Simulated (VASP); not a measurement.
# CdSe (Fm-3m) in VASP: further runs

CdSe is run at these levels: PBE-based global hybrid with 75 % exact exchange, PBE-based screened hybrid with 50 % exact exchange, PBE-based screened hybrid with 10 % exact exchange, HSE06; tasks: single point.

Program: VASP 6.6.1. These are calculated values, not measurements. Logs are shortened: lines on timing, memory, paths and dates and some standing lists are left out, and cuts for length are marked.

**1. The cell of the first run**

Symmetry: Fm-3m, No. 225, cubic system. The conventional cell has a = 5.686 Å, b = 5.686 Å, c = 5.686 Å, α = 90.00°, β = 90.00°, γ = 90.00°. Within 3.7 Å of Cd (site symmetry m-3m) lie 6 Se at 2.84 Å. Se (site symmetry m-3m) has 6 Cd at 2.84 Å within 3.7 Å.

**2. Single point, PBE-based global hybrid with 75 % exact exchange**

POSCAR reads:

```
CdSe
1.0
    0.0000000000      2.8429458735      2.8429458735
    2.8429458735      0.0000000000      2.8429458735
    2.8429458735      2.8429458735      0.0000000000
Cd Se
1 1
Direct
    0.0000000000      0.0000000000      0.0000000000
    0.5000000000      0.5000000000      0.5000000000
```

INCAR.step1 reads:

```
SYSTEM = CdSe
  PREC = Accurate
  ENCUT = 520
  EDIFF = 1E-5
  ISMEAR = -1
  SIGMA = 0.02
  LREAL = .FALSE.
  LASPH = .TRUE.
  NELM = 100
  ALGO = Normal
  ISIF = 2
  LWAVE = .TRUE.
  NBANDS = 16
  GGA = PE
```

INCAR.step2 reads:

```
SYSTEM = CdSe
  PREC = Accurate
  ENCUT = 520
  EDIFF = 1E-7
  ISMEAR = -1
  SIGMA = 0.02
  LREAL = .FALSE.
  LASPH = .TRUE.
  NELM = 100
  ALGO = Normal
  ISIF = 2
  LWAVE = .FALSE.
  LCHARG = .TRUE.
  GGA = PE
  LHFCALC = .TRUE.
  AEXX = 0.75
  PRECFOCK = Normal
  LELF = .TRUE.
  LVHAR = .TRUE.
  NBANDS = 16
  ISTART = 1
```

KPOINTS reads:

```
Automatic mesh
0
G
  4 4 4
  0 0 0
```

Potentials or basis: VASP PAW PBE potentials, release 64 (Cd, Se).

Run with:

```
> cat potpaw_PBE.64/Cd/POTCAR potpaw_PBE.64/Se/POTCAR > POTCAR
> cp INCAR.step1 INCAR
> mpirun -np 1 vasp_std > vasp.out
> cp INCAR.step2 INCAR
> mpirun -np 1 vasp_std > vasp.out
```

OUTCAR:

```text
SYSTEM = CdSe
   PREC = Accurate
   ENCUT = 520
   EDIFF = 1E-7
   ISMEAR = -1
   LREAL = .FALSE.
   LASPH = .TRUE.
   NELM = 100
   ISIF = 2
   GGA = PE
   LHFCALC = .TRUE.
   AEXX = 0.75
   PRECFOCK = Normal
   ISTART = 1

 ion  position               nearest neighbor table
   1  0.000  0.000  0.000-   2 2.84   2 2.84   2 2.84   2 2.84   2 2.84   2 2.84
   2  0.500  0.500  0.500-   1 2.84   1 2.84   1 2.84   1 2.84   1 2.84   1 2.84

  LATTYP: Found a face centered cubic cell.
 ALAT       =     5.6858917470

  Lattice vectors:

 A1 = (   0.0000000000,   2.8429458735,   2.8429458735)
 A2 = (   2.8429458735,   0.0000000000,   2.8429458735)
 A3 = (   2.8429458735,   2.8429458735,   0.0000000000)

Analysis of symmetry for initial positions (statically):
=====================================================================
 Subroutine PRICEL returns:
 Original cell was already a primitive cell.

 Routine SETGRP: Setting up the symmetry group for a
 face centered cubic supercell.

 Subroutine GETGRP returns: Found 48 space group operations
 (whereof 48 operations were pure point group operations)
 out of a pool of 48 trial point group operations.

The static configuration has the point symmetry O_h .

Analysis of symmetry for dynamics (positions and initial velocities):
=====================================================================
 Subroutine PRICEL returns:
 Original cell was already a primitive cell.

 Routine SETGRP: Setting up the symmetry group for a
 face centered cubic supercell.

 Subroutine GETGRP returns: Found 48 space group operations
 (whereof 48 operations were pure point group operations)
 out of a pool of 48 trial point group operations.

The dynamic configuration has the point symmetry O_h .

 Subroutine INISYM returns: Found 48 space group operations
 (whereof 48 operations are pure point group operations),
 and found     1 'primitive' translations

----------------------------------------------------------------------------------------

                                     Primitive cell

  volume of cell :      45.9553

  direct lattice vectors                    reciprocal lattice vectors
     0.000000000  2.842945874  2.842945874    -0.175873908  0.175873908  0.175873908
     2.842945874  0.000000000  2.842945874     0.175873908 -0.175873908  0.175873908
     2.842945874  2.842945874  0.000000000     0.175873908  0.175873908 -0.175873908

  length of vectors
     4.020532611  4.020532611  4.020532611     0.304622544  0.304622544  0.304622544

  position of ions in fractional coordinates (direct lattice)
     0.000000000  0.000000000  0.000000000
     0.500000000  0.500000000  0.500000000

  ion indices of the primitive-cell ions
   primitive index   ion index
                 1           1
                 2           2

----------------------------------------------------------------------------------------

 KPOINTS: Automatic mesh

Automatic generation of k-mesh.
 Grid dimensions read from file:
 generate k-points for:    4    4    4

 Generating k-lattice:

  Cartesian coordinates                     Fractional coordinates (reciprocal lattice)
    -0.043968477  0.043968477  0.043968477     0.250000000  0.000000000  0.000000000
     0.043968477 -0.043968477  0.043968477     0.000000000  0.250000000  0.000000000
     0.043968477  0.043968477 -0.043968477     0.000000000  0.000000000  0.250000000

  Length of vectors
     0.076155636  0.076155636  0.076155636

  Shift w.r.t. Gamma in fractional coordinates (k-lattice)
     0.000000000  0.000000000  0.000000000

 Subroutine IBZKPT returns following result:
 ===========================================

 Found      8 irreducible k-points:

 Following reciprocal coordinates:
            Coordinates               Weight
  0.000000  0.000000  0.000000      1.000000
  0.250000  0.000000  0.000000      8.000000
  0.500000  0.000000  0.000000      4.000000
  0.250000  0.250000  0.000000      6.000000
  0.500000  0.250000  0.000000     24.000000
 -0.250000  0.250000  0.000000     12.000000
  0.500000  0.500000  0.000000      3.000000
 -0.250000  0.500000  0.250000      6.000000
   k-points           NKPTS =      8   k-points in BZ     NKDIM =     64   number of bands    NBANDS=     16
   number of dos      NEDOS =    301   number of ions     NIONS =      2
   total plane-waves  NPLWV =  27000
   dimension x,y,z NGX =    30 NGY =   30 NGZ =   30
   dimension x,y,z NGXF=    60 NGYF=   60 NGZF=   60
   ions per type =               1   1
   NGX,Y,Z   is equivalent  to a cutoff of  12.40, 12.40, 12.40 a.u.
   NGXF,Y,Z  is equivalent  to a cutoff of  24.81, 24.81, 24.81 a.u.
 SYSTEM =  CdSe
   PREC   = accura    normal or accurate (medium, high low for compatibility)
   ISTART =      1    job   : 0-new  1-cont  2-samecut
   ICHARG =      0    charge: 1-file 2-atom 10-const
   ISPIN  =      1    spin polarized calculation?
   LNONCOLLINEAR =      F non collinear calculations
   LSORBIT =      F    spin-orbit coupling
   LASPH  =      T    aspherical Exc in radial PAW
   ENCUT  =  520.0 eV  38.22 Ry    6.18 a.u.   7.48  7.48  7.48*2*pi/ulx,y,z
   NELM   =    100;   NELMIN=  2; NELMDL=  0     # of ELM steps
   EDIFF  = 0.1E-06   stopping-criterion for ELM
   LREAL  =      F    real-space projection
   EDIFFG = 0.1E-05   stopping-criterion for IOM
   NSW    =      0    number of steps for IOM
   IBRION =     -1    ionic relax: 0-MD 1-quasi-New 2-CG
   NFREE  =      0    steps in history (QN), initial steepest desc. (CG)
   ISIF   =      2    stress and relaxation
   ISYM   =      3    0-nonsym 1-usesym 2-fastsym
   POTIM  = 0.5000    time-step for ionic-motion
   TEBEG  =    0.0;   TEEND  =   0.0 temperature during run
   PSTRESS=    0.0 pullay stress
   NELECT =      18.0000    total number of electrons
   NUPDOWN=      -1.0000    fix difference up-down
   EMIN   =  10.00;   EMAX   =-10.00  energy-range for DOS
   EFERMI =   0.00;   METHOD = LEGACY
   ISMEAR =    -1;   SIGMA  =   0.02  broadening in eV -4-tet -1-fermi 0-gaus
   EFERMI_NEDOS =   21; number of points for ismear=-14 and -15
   IALGO  =     38    algorithm
   IMIX   =      1    mixing-type and parameters
     AMIX     =   0.40;   BMIX     =  1.00
     AMIX_MAG =   1.60;   BMIX_MAG =  1.00
  volume/ion in A,a.u.               =      22.98       155.06
  Fermi-wavevector in a.u.,A,eV,Ry     =   1.197808  2.263528 19.520865  1.434743
  Thomas-Fermi vector in A             =   2.333713
   LORBIT       =      0    0 simple, 1 ext, 2 COOP (PROOUT), +10 PAW based schemes
   GGA     = PE    functional components
   LHFCALC =     T    Hartree Fock is set to
   PRECFOCK=normal    Normal, Fast or Accurate (Low or Medium for compatibility)
   ENCUT4O =  -1.0   cutoff for four orbital integrals eV
   NKREDX  =     1    reduce k-point grid by
   NKREDY  =     1    reduce k-point grid by
   NKREDZ  =     1    reduce k-point grid by
   AEXX    =    0.7500 exact exchange contribution
   HFSCREEN=    0.0000 screening length (either q_TF or 0.3 A-1)
   HFSCREENC=   0.0000 screening length for correlation (either q_TF or 0.3 A-1)
   ENCUTFOCK=  -1.0 apply spherical cutoff to Coloumb kernel
   IVDW    =     0    specifies the selected vdW correction
   LEPSILON=     F    determine dielectric tensor
   LRPA    =     F    only Hartree local field effects (RPA)
 non-spin polarized calculation
  energy-cutoff  :      520.00
  volume of cell :       45.96
 maximum number of plane-waves:      1245
 NGX is ok and might be reduce to    30
  NGX = 24; NGY = 24; NGZ = 24

 number of electron      17.9999999 magnetization

 Free energy of the ion-electron system (eV)
  ---------------------------------------------------
  ext. energy  EPLUGINS =         0.00000000
  ---------------------------------------------------
  free energy    TOTEN  =       -11.42668366 eV

  energy without entropy =      -11.42668366  energy(sigma->0) =      -11.42668366

 E-fermi :  -0.0704     XC(G=0):  -3.7416

 val. band max:       -0.5188639296   @ k =   0.5000   0.0000   0.0000
 cond. band min:       4.2136221728   @ k =   0.5000   0.5000   0.0000
 fundamental gap:      4.7324861024
 Fermi energy:        -0.0704025585

 k-point     1 :       0.0000    0.0000    0.0000
  band No.  band energies     occupation
      1     -17.0476      2.00000
      2     -12.3974      2.00000
      3     -12.3974      2.00000
      4     -12.3033      2.00000
      5     -12.3033      2.00000
      6     -12.3033      2.00000
[... 8 lines left out ...]
     15      16.1217      0.00000
     16      16.1217      0.00000

 k-point     2 :       0.2500    0.0000    0.0000
  band No.  band energies     occupation
      1     -16.4619      2.00000
      2     -12.5062      2.00000
      3     -12.5062      2.00000
      4     -12.3373      2.00000
      5     -12.2422      2.00000
      6     -12.2422      2.00000
[... 8 lines left out ...]
     15      15.6207      0.00000
     16      15.6207      0.00000

 k-point     3 :       0.5000    0.0000    0.0000
  band No.  band energies     occupation
      1     -15.7088      2.00000
      2     -12.6187      2.00000
      3     -12.6187      2.00000
      4     -12.4123      2.00000
      5     -12.1732      2.00000
      6     -12.1732      2.00000
[... 8 lines left out ...]
     15      18.8448      0.00000
     16      18.8448      0.00000

 k-point     4 :       0.2500    0.2500    0.0000
  band No.  band energies     occupation
      1     -16.4113      2.00000
      2     -12.4031      2.00000
      3     -12.3619      2.00000
      4     -12.3539      2.00000
      5     -12.2244      2.00000
      6     -12.2244      2.00000
[... 8 lines left out ...]
     15      18.3221      0.00000
     16      19.6963      0.00000

 k-point     5 :       0.5000    0.2500    0.0000
  band No.  band energies     occupation
      1     -15.9271      2.00000
      2     -12.4731      2.00000
      3     -12.3593      2.00000
      4     -12.2416      2.00000
      5     -12.1526      2.00000
      6     -11.9450      2.00000
[... 8 lines left out ...]
     15      19.4040      0.00000
     16      19.8430      0.00000

 k-point     6 :      -0.2500    0.2500    0.0000
  band No.  band energies     occupation
      1     -15.9530      2.00000
      2     -12.5843      2.00000
      3     -12.4066      2.00000
      4     -12.3062      2.00000
      5     -12.2030      2.00000
      6     -12.0973      2.00000
[... 8 lines left out ...]
     15      18.8489      0.00000
     16      18.9028      0.00000

 k-point     7 :       0.5000    0.5000    0.0000
  band No.  band energies     occupation
      1     -16.0963      2.00000
      2     -12.4048      2.00000
      3     -12.3262      2.00000
      4     -12.1184      2.00000
      5     -12.1184      2.00000
      6     -11.2585      2.00000
[... 8 lines left out ...]
     15      20.6255      0.00000
     16      21.0767      0.00000

 k-point     8 :      -0.2500    0.5000    0.2500
  band No.  band energies     occupation
      1     -15.9063      2.00000
      2     -12.4986      2.00000
      3     -12.2872      2.00000
      4     -12.2872      2.00000
      5     -12.1184      2.00000
      6     -11.4828      2.00000
[... 8 lines left out ...]
     15      18.4085      0.00000
     16      21.0838      0.00000

------------------------ aborting loop because EDIFF is reached ----------------------------------------

  FORCE on cell =-STRESS in cart. coord.  units (eV):
  Direction    XX          YY          ZZ          XY          YZ          ZX
  --------------------------------------------------------------------------------------
  -------------------------------------------------------------------------------------
  Total       -0.8432313     -0.8432313     -0.8432313     -0.0000000     -0.0000000      0.0000000
  in kB      -29.3982541    -29.3982541    -29.3982541     -0.0000000     -0.0000000      0.0000000
  external PRESSURE =     -29.3982541 kB  Pullay stress =       0.0000000 kB

 VOLUME and BASIS-vectors are now :
 -----------------------------------------------------------------------------
  energy-cutoff  :      520.00
  volume of cell :       45.96
      direct lattice vectors                 reciprocal lattice vectors
     0.000000000  2.842945874  2.842945874    -0.175873908  0.175873908  0.175873908
     2.842945874  0.000000000  2.842945874     0.175873908 -0.175873908  0.175873908
     2.842945874  2.842945874  0.000000000     0.175873908  0.175873908 -0.175873908

 POSITION                                       TOTAL-FORCE (eV/Angst)
 -----------------------------------------------------------------------------------
      0.00000      0.00000      0.00000        -0.000000     -0.000000      0.000000
      2.84295      2.84295      2.84295         0.000000      0.000000      0.000000
 -----------------------------------------------------------------------------------
    total drift:                                0.000000      0.000000     -0.000000

  FREE ENERGIE OF THE ION-ELECTRON SYSTEM (eV)
  ---------------------------------------------------
  free  energy   TOTEN  =       -11.4266836635 eV

  energy  without entropy=      -11.4266836635  energy(sigma->0) =      -11.42668366
```

Wall time 8.7 min (1 thread of Intel Xeon Platinum 8488C (Sapphire Rapids), shared host); peak memory 0.18 GiB.

What came out:

| Property | Result |
| --- | --- |
| Free energy | -11.4267 eV |
| Pressure | -2.9 GPa |
| Band gap on the k mesh | 4.73 eV (least direct gap 6.27 eV) |

Caveat: the k points lie up to 0.48 Å⁻¹ apart; the structure was generated, so it needn't be the stable form of CdSe; the PAW data sets were made with another functional, which shifts forces and pressure a little. A k mesh can miss the band edges.

**3. Single point, PBE-based screened hybrid with 50 % exact exchange**

POSCAR is that of step 2.

INCAR.step1 reads:

```
  PREC = Accurate
  ENCUT = 520
  EDIFF = 1E-5
  ISMEAR = -1
  SIGMA = 0.02
  LREAL = F
  LASPH = T
  NELM = 60
  ALGO = Normal
  ISIF = 2
  LWAVE = T
  LCHARG = F
  GGA = PE
  NBANDS = 16
```

INCAR.step2 reads:

```
  PREC = Accurate
  ENCUT = 520
  EDIFF = 1E-6
  ISMEAR = -1
  SIGMA = 0.02
  LREAL = F
  LASPH = T
  NELM = 60
  ALGO = Normal
  ISIF = 2
  LWAVE = F
  LCHARG = F
  GGA = PE
  LHFCALC = T
  AEXX = 0.5
  HFSCREEN = 0.1
  PRECFOCK = Normal
  ISTART = 1
  NBANDS = 16
```

KPOINTS reads:

```
Automatic mesh
0
Gamma
  4 4 4
```

Potentials or basis: VASP PAW PBE potentials, release 64 (Cd, Se).

Run with:

```
> cat potpaw_PBE.64/Cd/POTCAR potpaw_PBE.64/Se/POTCAR > POTCAR
> cp INCAR.step1 INCAR
> mpirun -np 1 vasp_std > vasp.out
> cp INCAR.step2 INCAR
> mpirun -np 1 vasp_std > vasp.out
```

Wall time 12 min (1 thread of Intel Xeon Platinum 8488C (Sapphire Rapids), shared host); peak memory 0.27 GiB.

The run converged. Its results:

```
Free energy            : -8.5998 eV
Pressure               : -1.4 GPa
Band gap on the k mesh : 2.11 eV (least direct gap 3.57 eV)
```

Levels at points of the mesh, in eV from the valence-band top:
| k point | band 7 | band 8 | band 9 | band 10 | band 11 | band 12 |
| --- | --- | --- | --- | --- | --- | --- |
| (0.00, 0.00, 0.00) | -0.59 | -0.59 | -0.59 | 2.97 | 11.45 | 11.45 |
| (0.50, 0.00, 0.00) | -5.85 | 0.00 | 0.00 | 5.51 | 8.06 | 8.06 |
| (0.50, 0.50, 0.00) | -4.94 | -2.39 | -2.39 | 2.11 | 7.77 | 13.45 |

Caveat: the k points lie up to 0.48 Å⁻¹ apart; the structure was generated, so it needn't be the stable form of CdSe; the PAW data sets were made with another functional, which shifts forces and pressure a little. A k mesh can miss the band edges.

**4. Single point, PBE-based screened hybrid with 10 % exact exchange**

POSCAR is that of step 3.

INCAR.step1 reads:

```
  PREC = Accurate
  ENCUT = 520
  EDIFF = 1E-5
  ISMEAR = -1
  SIGMA = 0.02
  LREAL = False
  LASPH = True
  NELM = 80
  ALGO = Normal
  ISIF = 2
  LWAVE = True
  LCHARG = False
  NBANDS = 16
  GGA = PE
```

INCAR.step2 reads:

```
  PREC = Accurate
  ENCUT = 520
  EDIFF = 1E-6
  ISMEAR = -1
  SIGMA = 0.02
  LREAL = False
  LASPH = True
  NELM = 80
  ALGO = Normal
  ISIF = 2
  LWAVE = False
  LCHARG = False
  GGA = PE
  LHFCALC = True
  AEXX = 0.1
  HFSCREEN = 0.5
  PRECFOCK = Normal
  NBANDS = 16
  ISTART = 1
```

KPOINTS is that of step 3.

Run with:

```
> cat potpaw_PBE.64/Cd/POTCAR potpaw_PBE.64/Se/POTCAR > POTCAR
> cp INCAR.step1 INCAR
> mpirun -np 1 vasp_std > vasp.out
> cp INCAR.step2 INCAR
> mpirun -np 1 vasp_std > vasp.out
```

It took 5.3 min on 1 thread of Intel Xeon Platinum 8488C (Sapphire Rapids), shared host; peak memory 0.27 GiB.

Results (log left out):

```
Free energy            : -5.4005 eV
Pressure               : 2.0 GPa
Band gap on the k mesh : zero (bands 9 and 10 overlap by 0.22 eV)
```

Levels at points of the mesh, in eV from the Fermi level:
```
           k point  band 7  band 8  band 9  band 10  band 11  band 12
(0.00, 0.00, 0.00)   -0.61   -0.61   -0.61     0.46     8.91     8.91
(0.50, 0.00, 0.00)   -5.12   -0.01   -0.01     3.23     5.51     5.51
(0.50, 0.50, 0.00)   -4.29   -2.15   -2.15    -0.23     5.62    10.28
```

Caveat: the k points lie up to 0.48 Å⁻¹ apart; the structure was generated, so it needn't be the stable form of CdSe; the PAW data sets were made with another functional, which shifts forces and pressure a little.

**5. Single point, HSE06**

POSCAR is that of step 4.

INCAR.step1 reads:

```
SYSTEM = CdSe
PREC = Accurate ; ENCUT = 520
EDIFF = 1E-5 ; ISMEAR = 0
SIGMA = 0.05 ; LREAL = .FALSE.
LASPH = .TRUE. ; NELM = 60
ALGO = Normal ; ISIF = 2
LWAVE = .TRUE. ; LCHARG = .FALSE.
NBANDS = 16 ; GGA = PE
```

INCAR.step2 reads:

```
SYSTEM = CdSe
PREC = Accurate ; ENCUT = 520
EDIFF = 1E-6 ; ISMEAR = 0
SIGMA = 0.05 ; LREAL = .FALSE.
LASPH = .TRUE. ; NELM = 60
ALGO = Normal ; ISIF = 2
LWAVE = .FALSE. ; LCHARG = .FALSE.
GGA = PE ; LHFCALC = .TRUE.
HFSCREEN = 0.2079 ; PRECFOCK = Normal
NBANDS = 16 ; ISTART = 1
```

KPOINTS reads:

```
regular mesh
0
G
  4 4 4
  0 0 0
```

Run with:

```
> cat potpaw_PBE.64/Cd/POTCAR potpaw_PBE.64/Se/POTCAR > POTCAR
> cp INCAR.step1 INCAR
> mpirun -np 1 vasp_std > vasp.out
> cp INCAR.step2 INCAR
> mpirun -np 1 vasp_std > vasp.out
```

It took 8.8 min on 1 thread of Intel Xeon Platinum 8488C (Sapphire Rapids), shared host; peak memory 0.27 GiB.

Results (log left out):

| Quantity | Value |
| --- | --- |
| Free energy | -6.4436 eV |
| Pressure | 0.7 GPa |
| Band gap on the k mesh | 0.40 eV (least direct gap 1.79 eV) |

Levels at points of the mesh, in eV from the valence-band top:
```csv
k point,band 7,band 8,band 9,band 10,band 11,band 12
"(0.00, 0.00, 0.00)",-0.60,-0.60,-0.60,1.19,9.68,9.68
"(0.50, 0.00, 0.00)",-5.46,0.00,0.00,3.89,6.26,6.26
"(0.50, 0.50, 0.00)",-4.57,-2.25,-2.25,0.40,6.24,11.33
```

Caveat: the k points lie up to 0.48 Å⁻¹ apart; the structure was generated, so it needn't be the stable form of CdSe; the PAW data sets were made with another functional, which shifts forces and pressure a little.

**6. Overview**

```tsv
level	smearing	share of exact exchange	screening parameter	gap on the mesh (eV)	pressure (GPa)
PBE-based global hybrid with 75 % exact exchange	fermi-dirac 0.02 eV	0.75	-	4.73	-2.9
PBE-based screened hybrid with 50 % exact exchange	fermi-dirac 0.02 eV	0.5	0.1 1/Å	2.11	-1.4
PBE-based screened hybrid with 10 % exact exchange	fermi-dirac 0.02 eV	0.1	0.5 1/Å	none	2.0
HSE06	gaussian 0.05 eV	0.25	0.2079 1/Å	0.40	0.7
```

Alike in all rows: task single point; potentials or basis VASP PAW PBE potentials, release 64 (Cd, Se); no spin polarisation; cell as given; k mesh 4 × 4 × 4; cutoff (eV) 520.

Caveats: all runs use coarse meshes; the structure was generated, so it needn't be the stable form of CdSe; the PAW data sets were made with another functional, which shifts forces and pressure a little.

Absolute energies hang on the potentials; compare differences alone.

The gap in the log of VASP goes by the Fermi energy; the results here count the filled bands.